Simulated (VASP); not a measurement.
# Si3N2 (P-4m2) in VASP: relaxation of cell and atoms with PBE

Aim: the relaxation of cell and atoms of Si3N2 with PBE.

All numbers are computed with VASP 6.6.1; they aren't measurements. Logs are shortened: lines on timing, memory, paths and dates and some standing lists are left out, and cuts for length are marked.

## Step 1: The cell of the first run

It takes space group P-4m2 (No. 115, tetragonal). The conventional cell has a = 4.223 Å, b = 4.223 Å, c = 3.221 Å, α = 90.00°, β = 90.00°, γ = 90.00°. Si (site symmetry -4m2) has 2 N at 1.61 Å within 2.1 Å. Within 3.0 Å of Si (site symmetry 2mm) lie 2 Si at 2.25 Å and 4 N at 2.27 Å. N (site symmetry -4m2) has 2 Si at 1.61 Å within 2.1 Å. Within 3.0 Å of N (site symmetry -4m2) lie 4 Si at 2.27 Å and 4 N at 2.99 Å.

The cell was generated, and may not be a known phase.

## Step 2: Relaxation of cell and atoms, PBE

File INCAR:

```
SYSTEM = Si3N2
PREC     = Accurate       ! precision mode
ENCUT    = 1330           ! plane-wave cutoff, eV
EDIFF    = 1E-7           ! SCF threshold, eV
ISMEAR   = 0              ! smearing method
SIGMA    = 0.1            ! smearing width, eV
LREAL    = .FALSE.        ! projectors in reciprocal space
LASPH    = .TRUE.         ! aspherical terms in the spheres
NELM     = 120            ! most SCF steps
ALGO     = Normal         ! electronic algorithm
ISIF     = 3              ! what is computed and relaxed
LWAVE    = .FALSE.        ! write WAVECAR
LCHARG   = .FALSE.        ! write CHGCAR
GGA      = PE             ! functional
IBRION   = 2              ! ionic algorithm
NSW      = 90             ! ionic steps
EDIFFG   = -0.04          ! ionic threshold
GGA_COMPAT= .FALSE.      
NELMIN   = 4
```

File KPOINTS:

```
Automatic mesh
0
G
  4 4 6
  0 0 0
```

File POSCAR:

```
Si3N2
1.0
    4.2226225000      0.0000000000      0.0000000000
    0.0000000000      4.2226225000      0.0000000000
    0.0000000000      0.0000000000      3.2211616500
Si N
3 2
Direct
    0.5000000000      0.5000000000      0.0000000000
    0.0000000000      0.5000000000      0.7569595400
    0.5000000000      0.0000000000      0.2430404600
    0.5000000000      0.5000000000      0.5000000000
    0.0000000000      0.0000000000      0.5000000000
```

Potentials or basis: VASP PAW PBE potentials, release 64 (Si, N_h).

Started as:

```
cat potpaw_PBE.64/Si/POTCAR potpaw_PBE.64/N_h/POTCAR > POTCAR
mpirun -np 1 vasp_std > vasp.out
```

OUTCAR:

```text
SYSTEM = Si3N2
   PREC = Accurate
   ENCUT = 1330
   EDIFF = 1E-7
   ISMEAR = 0
   LREAL = .FALSE.
   LASPH = .TRUE.
   NELM = 120
   ISIF = 3
   GGA = PE
   IBRION = 2
   NSW = 90
   EDIFFG = -0.04
   NELMIN = 4

 ion  position               nearest neighbor table
   1  0.500  0.500  0.000-   4 1.61   4 1.61   2 2.25   3 2.25   3 2.25   2 2.25
   2  0.000  0.500  0.757-   1 2.25   1 2.25   5 2.27   5 2.27   4 2.27   4 2.27
   3  0.500  0.000  0.243-   1 2.25   1 2.25   5 2.27   4 2.27   4 2.27   5 2.27
   4  0.500  0.500  0.500-   1 1.61   1 1.61   3 2.27   2 2.27   3 2.27   2 2.27
   5  0.000  0.000  0.500-   2 2.27   3 2.27   2 2.27   3 2.27

  LATTYP: Found a simple tetragonal cell.
 ALAT       =     4.2226225000
 C/A-ratio  =     0.7628343879

  Lattice vectors:

 A1 = (   4.2226225000,   0.0000000000,   0.0000000000)
 A2 = (   0.0000000000,   4.2226225000,   0.0000000000)
 A3 = (   0.0000000000,   0.0000000000,   3.2211616500)

Analysis of symmetry for initial positions (statically):
=====================================================================
 Subroutine PRICEL returns:
 Original cell was already a primitive cell.

 Routine SETGRP: Setting up the symmetry group for a
 simple tetragonal supercell.

 Subroutine GETGRP returns: Found  8 space group operations
 (whereof  8 operations were pure point group operations)
 out of a pool of 16 trial point group operations.

The static configuration has the point symmetry D_2d.

Analysis of symmetry for dynamics (positions and initial velocities):
=====================================================================
 Subroutine PRICEL returns:
 Original cell was already a primitive cell.

 Routine SETGRP: Setting up the symmetry group for a
 simple tetragonal supercell.

 Subroutine GETGRP returns: Found  8 space group operations
 (whereof  8 operations were pure point group operations)
 out of a pool of 16 trial point group operations.

The dynamic configuration has the point symmetry D_2d.

 Subroutine INISYM returns: Found  8 space group operations
 (whereof  8 operations are pure point group operations),
 and found     1 'primitive' translations

----------------------------------------------------------------------------------------

                                     Primitive cell

  volume of cell :      57.4351

  direct lattice vectors                    reciprocal lattice vectors
     4.222622500  0.000000000  0.000000000     0.236819654  0.000000000  0.000000000
     0.000000000  4.222622500  0.000000000     0.000000000  0.236819654  0.000000000
     0.000000000  0.000000000  3.221161650     0.000000000  0.000000000  0.310447009

  length of vectors
     4.222622500  4.222622500  3.221161650     0.236819654  0.236819654  0.310447009

  position of ions in fractional coordinates (direct lattice)
     0.500000000  0.500000000  0.000000000
     0.000000000  0.500000000  0.756959540
     0.500000000  0.000000000  0.243040460
     0.500000000  0.500000000  0.500000000
     0.000000000  0.000000000  0.500000000

  ion indices of the primitive-cell ions
   primitive index   ion index
                 1           1
                 2           2
                 3           3
                 4           4
                 5           5

----------------------------------------------------------------------------------------

 KPOINTS: Automatic mesh

Automatic generation of k-mesh.
 Grid dimensions read from file:
 generate k-points for:    4    4    6

 Generating k-lattice:

  Cartesian coordinates                     Fractional coordinates (reciprocal lattice)
     0.059204914  0.000000000  0.000000000     0.250000000  0.000000000  0.000000000
     0.000000000  0.059204914  0.000000000     0.000000000  0.250000000  0.000000000
     0.000000000  0.000000000  0.051741168     0.000000000  0.000000000  0.166666667

  Length of vectors
     0.059204914  0.059204914  0.051741168

  Shift w.r.t. Gamma in fractional coordinates (k-lattice)
     0.000000000  0.000000000  0.000000000

 Subroutine IBZKPT returns following result:
 ===========================================

 Found     24 irreducible k-points:

 Following reciprocal coordinates:
            Coordinates               Weight
  0.000000  0.000000  0.000000      1.000000
  0.250000  0.000000  0.000000      4.000000
  0.500000  0.000000  0.000000      2.000000
  0.250000  0.250000  0.000000      4.000000
  0.500000  0.250000  0.000000      4.000000
  0.500000  0.500000  0.000000      1.000000
[... 16 lines left out ...]
  0.500000  0.250000  0.500000      4.000000
  0.500000  0.500000  0.500000      1.000000
   k-points           NKPTS =     24   k-points in BZ     NKDIM =     24   number of bands    NBANDS=     15
   number of dos      NEDOS =    301   number of ions     NIONS =      5
   total plane-waves  NPLWV = 100000
   dimension x,y,z NGX =    50 NGY =   50 NGZ =   40
   dimension x,y,z NGXF=   100 NGYF=  100 NGZF=   80
   ions per type =               3   2
   NGX,Y,Z   is equivalent  to a cutoff of  19.69, 19.69, 20.64 a.u.
   NGXF,Y,Z  is equivalent  to a cutoff of  39.37, 39.37, 41.29 a.u.
 SYSTEM =  Si3N2
   PREC   = accura    normal or accurate (medium, high low for compatibility)
   ISTART =      0    job   : 0-new  1-cont  2-samecut
   ICHARG =      2    charge: 1-file 2-atom 10-const
   ISPIN  =      1    spin polarized calculation?
   LNONCOLLINEAR =      F non collinear calculations
   LSORBIT =      F    spin-orbit coupling
   LASPH  =      T    aspherical Exc in radial PAW
   ENCUT  = 1330.0 eV  97.75 Ry    9.89 a.u.  12.56 12.56  9.58*2*pi/ulx,y,z
   NELM   =    120;   NELMIN=  4; NELMDL= -5     # of ELM steps
   EDIFF  = 0.1E-06   stopping-criterion for ELM
   LREAL  =      F    real-space projection
   EDIFFG = -.4E-01   stopping-criterion for IOM
   NSW    =     90    number of steps for IOM
   IBRION =      2    ionic relax: 0-MD 1-quasi-New 2-CG
   NFREE  =      1    steps in history (QN), initial steepest desc. (CG)
   ISIF   =      3    stress and relaxation
   ISYM   =      2    0-nonsym 1-usesym 2-fastsym
   POTIM  = 0.5000    time-step for ionic-motion
   TEBEG  =    0.0;   TEEND  =   0.0 temperature during run
   PSTRESS=    0.0 pullay stress
   NELECT =      22.0000    total number of electrons
   NUPDOWN=      -1.0000    fix difference up-down
   EMIN   =  10.00;   EMAX   =-10.00  energy-range for DOS
   EFERMI =   0.00;   METHOD = LEGACY
   ISMEAR =     0;   SIGMA  =   0.10  broadening in eV -4-tet -1-fermi 0-gaus
   EFERMI_NEDOS =   21; number of points for ismear=-14 and -15
   IALGO  =     38    algorithm
   IMIX   =      4    mixing-type and parameters
     AMIX     =   0.40;   BMIX     =  1.00
     AMIX_MAG =   1.60;   BMIX_MAG =  1.00
  volume/ion in A,a.u.               =      11.49        77.52
  Fermi-wavevector in a.u.,A,eV,Ry     =   1.188931  2.246754 19.232615  1.413557
  Thomas-Fermi vector in A             =   2.325050
   LORBIT       =      0    0 simple, 1 ext, 2 COOP (PROOUT), +10 PAW based schemes
   GGA     = PE    functional components
   LHFCALC =     F    Hartree Fock is set to
   AEXX    =    0.0000 exact exchange contribution
   IVDW    =     0    specifies the selected vdW correction
   LEPSILON=     F    determine dielectric tensor
   LRPA    =     F    only Hartree local field effects (RPA)
 conjugate gradient relaxation of ions
 non-spin polarized calculation
 Gauss-broadening in eV      SIGMA  =   0.10
  energy-cutoff  :     1330.00
  volume of cell :       57.44
 maximum number of plane-waves:      6368
   NGX = 25   NGY = 25   NGZ = 19

--------------------------------------- Ionic step        1  -------------------------------------------

 number of electron      22.0000000 magnetization

 Free energy of the ion-electron system (eV)
  ---------------------------------------------------
  ext. energy  EPLUGINS =         0.00000000
  ---------------------------------------------------
  free energy    TOTEN  =       -27.41729677 eV

  energy without entropy =      -27.40875240  energy(sigma->0) =      -27.41302458

------------------------ aborting loop because EDIFF is reached ----------------------------------------

  FORCE on cell =-STRESS in cart. coord.  units (eV):
  Direction    XX          YY          ZZ          XY          YZ          ZX
  --------------------------------------------------------------------------------------
  -------------------------------------------------------------------------------------
  Total       -0.7251080     -0.7251080     19.3680866      0.0000000      0.0000000      0.0000000
  in kB      -20.2272229    -20.2272229    540.2817092      0.0000000      0.0000000      0.0000000
  external PRESSURE =     166.6090878 kB  Pullay stress =       0.0000000 kB
[... 98 lines left out ...]
  FREE ENERGIE OF THE ION-ELECTRON SYSTEM (eV)
  ---------------------------------------------------
  free  energy   TOTEN  =       -29.1322022440 eV

  energy  without entropy=      -29.1211009343  energy(sigma->0) =      -29.12665159

 E-fermi :  10.2952     XC(G=0): -11.2725

 val. band max:       10.1014436361   @ k =   0.5000   0.0000   0.3333
 cond. band min:      10.3782451631   @ k =   0.2500   0.0000   0.1667
 fundamental gap:      0.2768015269
 Fermi energy:        10.2952319969

 k-point     1 :       0.0000    0.0000    0.0000
  band No.  band energies     occupation
      1     -10.0079      2.00000
      2      -4.5537      2.00000
      3      -0.1194      2.00000
      4       0.8917      2.00000
      5       0.9951      2.00000
      6       0.9951      2.00000
      7       6.0776      2.00000
      8       6.6661      2.00000
      9       6.6661      2.00000
     10       8.1359      2.00000
     11      10.6539      0.00000
     12      10.6539      0.00000
     13      12.1053      0.00000
     14      13.6346      0.00000
[... 401 lines left out ...]
      2      -6.2549      2.00000
      3      -1.6902      2.00000
      4      -1.6902      2.00000
      5      -0.2319      2.00000
      6       4.2334      2.00000
      7       4.2334      2.00000
      8       4.4591      2.00000
      9       8.0950      2.00000
     10       8.0950      2.00000
     11       9.3452      2.00000
     12      11.1013      0.00000
     13      13.8779      0.00000
     14      15.5473      0.00000
     15      15.5473      0.00000

[... ionic steps 4 to 12 ...]

--------------------------------------- Ionic step       13  -------------------------------------------

 number of electron      22.0000000 magnetization

------------------------ aborting loop because EDIFF is reached ----------------------------------------
[... 73 lines left out ...]
--------------------------------------- Ionic step       15  -------------------------------------------

 number of electron      22.0000000 magnetization

 Free energy of the ion-electron system (eV)
  ---------------------------------------------------
  ext. energy  EPLUGINS =         0.00000000
  ---------------------------------------------------
  free energy    TOTEN  =       -32.37456752 eV

  energy without entropy =      -32.37128380  energy(sigma->0) =      -32.37292566

 E-fermi :   8.7246     XC(G=0): -10.6012

 val. band max:        8.7139486936   @ k =   0.0000   0.0000   0.5000
 cond. band min:       8.7637988572   @ k =   0.5000   0.5000   0.0000
 fundamental gap:      0.0498501636
 Fermi energy:         8.7246493418

 k-point     1 :       0.0000    0.0000    0.0000
  band No.  band energies     occupation
      1     -11.2507      2.00000
      2      -5.7251      2.00000
      3      -1.3135      2.00000
      4      -0.8659      2.00000
      5      -0.2992      2.00000
      6      -0.2992      2.00000
      7       5.0179      2.00000
      8       5.4338      2.00000
      9       5.4338      2.00000
     10       7.3376      2.00000
     11       9.2187      0.00000
     12       9.6239      0.00000
     13       9.6239      0.00000
     14      10.9458      0.00000
[... 445 lines left out ...]
  FREE ENERGIE OF THE ION-ELECTRON SYSTEM (eV)
  ---------------------------------------------------
  free  energy   TOTEN  =       -32.3745675185 eV

  energy  without entropy=      -32.3712838014  energy(sigma->0) =      -32.37292566

 reached required accuracy - stopping structural energy minimisation
```

Wall time 17 min (1 thread of Intel Xeon Platinum 8375C at 2.90GHz (Ice Lake), shared host); peak memory 0.36 GiB.

What came out:

```
Free energy                           : -32.3746 eV
Relaxed volume                        : 12.65 Å³/atom
Relaxed cell                          : a = 3.511 Å, b = 3.511 Å, c = 5.130 Å, α = 90.00°, β = 90.00°, γ = 90.00°
Space group after relaxing (to 0.1 Å) : P-4m2 (No. 115)
Pressure after relaxing               : 0.3 GPa
Largest force after relaxing          : 0.034 eV/Å
Band gap on the k mesh                : zero (bands 11 and 12 overlap by 1.86 eV)
```

Forces on the atoms (eV/Å):
```
Si   0.000  0.000  0.000
Si   0.000  0.000  0.034
Si   0.000  0.000 -0.034
N    0.000  0.000  0.000
N    0.000  0.000  0.000
```

Stress tensor (GPa, compression positive):
```
0.36 0.00 0.00
0.00 0.36 0.00
0.00 0.00 0.04
```

Final structure:
```cif
data_structure
_symmetry_space_group_name_H-M 'P 1'
_symmetry_Int_Tables_number 1
_cell_length_a 3.5113
_cell_length_b 3.5113
_cell_length_c 5.1295
_cell_angle_alpha 90.000
_cell_angle_beta 90.000
_cell_angle_gamma 90.000
_cell_volume 63.24
loop_
_atom_site_label
_atom_site_type_symbol
_atom_site_fract_x
_atom_site_fract_y
_atom_site_fract_z
_atom_site_occupancy
Si1 Si 0.50000 0.50000 0.00000 1
Si2 Si 0.00000 0.50000 0.63735 1
Si3 Si 0.50000 0.00000 0.36265 1
N1 N 0.50000 0.50000 0.50000 1
N2 N 0.00000 0.00000 0.50000 1
```

Caveat: the k points lie up to 0.45 Å⁻¹ apart in the final cell, too coarse for converged energies and pressures of a metal; a cell axis changed by over 15 % at a fixed basis, so the end point is rough.

The gap in the log of VASP goes by the Fermi energy; the results here count the filled bands.